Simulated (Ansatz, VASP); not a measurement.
## One calculation of SnO, two programs

File INCAR:

```
PREC = Accurate
ENCUT = 520
EDIFF = 1E-6
ISMEAR = 0
SIGMA = 0.15
LREAL = F
LASPH = T
NELM = 100
ALGO = Normal
ISIF = 2
LWAVE = F
LCHARG = F
GGA = PS
NBANDS = 28
```

KPOINTS

```
Automatic mesh
0
Gamma
  14 14 12
```

POSCAR

```
SnO
1.0
    3.9091545137      0.0000000000      0.0000000000
    0.0000000000      3.9091545137      0.0000000000
    0.0000000000      0.0000000000      4.5745127643
Sn O
2 2
Direct
    0.0000000000      0.5000000000      0.2385000000
    0.5000000000      0.0000000000      0.7615000000
    0.0000000000      0.0000000000      0.0000000000
    0.5000000000      0.5000000000      0.0000000000
```

Input for Ansatz:

```yaml
crystal:
  lattice:
    - [3.9091545137, 0.0, 0.0]
    - [0.0, 3.9091545137, 0.0]
    - [0.0, 0.0, 4.5745127643]
  atoms:
    - { symbol: Sn, position: [0.0, 0.5, 0.2385] }
    - { symbol: Sn, position: [0.5, 0.0, 0.7615] }
    - { symbol: O, position: [0.0, 0.0, 0.0] }
    - { symbol: O, position: [0.5, 0.5, 0.0] }
basis:
  ecutwfc: 420
kpoints:
  mp_grid: { grid: [14, 14, 12] }
hamiltonian:
  xc: pbesol
scf:
  occupations: { method: gaussian, width: 0.15 }
output:
  forces: true
  stress: true
  eigenvalues: true
```

Alike in both runs: task single point; functional PBEsol; k mesh 14 × 14 × 12; occupations gaussian, width 0.15 eV; no spin polarisation.

|  | VASP | Ansatz |
| --- | --- | --- |
| version | VASP 6.6.1 | Ansatz 0.2.0 |
| potentials or method | VASP PAW PBE potentials, release 64 (Sn_d, O), cutoff 520 eV | scalar-relativistic, plane waves, PAW |
| valence electrons in the cell | 40 | 40 |

Ansatz gave:

- gap on the k mesh at the Fermi level (eV): 0.35
- least direct gap on the mesh (eV): 1.76
- pressure (GPa): -1.4
- traceless stress, the component that is largest in VASP (GPa): 3.38
- rms of the force components (eV/Å): 0.137

What did VASP give for the same quantities?

gap on the k mesh at the Fermi level (eV): 0.35; least direct gap on the mesh (eV): 1.75; pressure (GPa): -1.2; traceless stress, the component that is largest in VASP (GPa): 3.35; rms of the force components (eV/Å): 0.170.

VASP's potentials were made for PBE, not for PBEsol. Atom by atom the forces differ by 0.033 eV/Å (rms over components). With one functional, cell and mesh, what is left measures potentials, basis and numerics.
